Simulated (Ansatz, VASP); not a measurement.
# BN in VASP and in Ansatz

File INCAR:

```
PREC = Accurate
ENCUT = 520
EDIFF = 1E-8
ISMEAR = -1
SIGMA = 0.03
LREAL = False
LASPH = True
NELM = 60
ALGO = Normal
ISIF = 2
LWAVE = False
LCHARG = False
GGA = PE
LEFG = True
NBANDS = 11
```

File KPOINTS:

```
Automatic mesh
0
Gamma
  13 13 13
```

File POSCAR:

```
BN
1.0
   -0.0542250000      1.7803875000      1.7803875000
    1.7803875000     -0.0542250000      1.7803875000
    1.7803875000      1.7803875000     -0.0542250000
B N
1 1
Direct
    0.0000000000      0.0000000000      0.0000000000
    0.7500000000      0.7500000000      0.7500000000
```

Input for Ansatz:

```yaml
crystal:
  lattice:
    - [-0.054225, 1.7803875, 1.7803875]
    - [1.7803875, -0.054225, 1.7803875]
    - [1.7803875, 1.7803875, -0.054225]
  atoms:
    - { symbol: B, position: [0.0, 0.0, 0.0] }
    - { symbol: "N", position: [0.75, 0.75, 0.75] }
kpoints:
  mp_grid: { grid: [13, 13, 13] }
scf:
  occupations: { method: fermi_dirac, width: 0.03 }
hamiltonian:
  xc: pbe
  pseudopotentials: { kind: paw }
output:
  forces: true
  stress: true
  eigenvalues: true
  efg: { contact_densities: true }
```

Change from the starting cell: equal xy, yz and zx shear strains of -3 %, PAW files.

Alike in both runs: task electric field gradients; functional PBE; k mesh 13 × 13 × 13; occupations fermi-dirac, width 0.03 eV; no spin polarisation.

|  | VASP | Ansatz |
| --- | --- | --- |
| version | VASP 6.6.1 | Ansatz 0.2.0 |
| potentials or method | VASP PAW PBE potentials, release 64 (B, N) | PAW with Ansatz's default frozen-core files, scalar-relativistic |
| plane-wave cutoff (eV) | 520 | 420 |
| valence electrons in the cell | 8 | 8 |

|  | VASP | Ansatz | Ansatz less VASP |
| --- | --- | --- | --- |
| gap on the k mesh at the Fermi level (eV) | 4.41 | 4.42 | +0.012 |
| pressure (GPa) | 4.6 | 4.3 | -0.26 |
| traceless stress, the component that is largest in VASP (GPa) | 14.12 | 14.02 | -0.098 |
| rms of the force components (eV/Å) | 0.120 | 0.115 | -0.0052 |
| size of Vzz on the site where it differs most (V/Å²) | 3.9 | 3.4 | -0.50 |

Atom by atom the forces differ by 0.005 eV/Å (rms over components). The functional is the same, so the differences come from potentials, cutoffs and numerics.
